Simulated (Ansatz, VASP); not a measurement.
Ga2SbP: VASP beside Ansatz

```
P Ga Sb
1.0
     4.09262    0.00000    0.00000
     0.00000    4.09262    0.00000
     0.00000    0.00000    5.71354
P Ga Sb
1 2 1
Direct
  0.00000 0.00000 0.00000
  0.00000 0.50000 0.77638
  0.50000 0.00000 0.22362
  0.50000 0.50000 0.50000
```

Change from the starting cell: uniaxial_z strain -1.6%.

Alike in both runs: task single point; functional PBE; k mesh 6 × 6 × 4; occupations fermi-dirac, width 0.02 eV; no spin polarisation.

|  | VASP | Ansatz |
| --- | --- | --- |
| version | VASP 6.6.1 | Ansatz 0.2.0 |
| potentials or method | VASP PAW PBE potentials, release 64 (P, Ga_d, Sb) | plane waves, PAW |
| plane-wave cutoff (eV) | 520 | 420 |
| valence electrons in the cell | 36 | 46 |

|  | VASP | Ansatz | Ansatz less VASP |
| --- | --- | --- | --- |
| pressure (GPa) | 3.3 | 3.2 | -0.07 |
| rms of the force components (eV/Å) | 0.028 | 0.025 | -0.0033 |

The functional is the same, so the differences come from potentials, cutoffs and numerics. VASP's potentials hold 36 valence electrons a cell and Ansatz's 46, so a difference there can come from the potentials and not from the codes.

Neither program's run includes spin-orbit coupling.
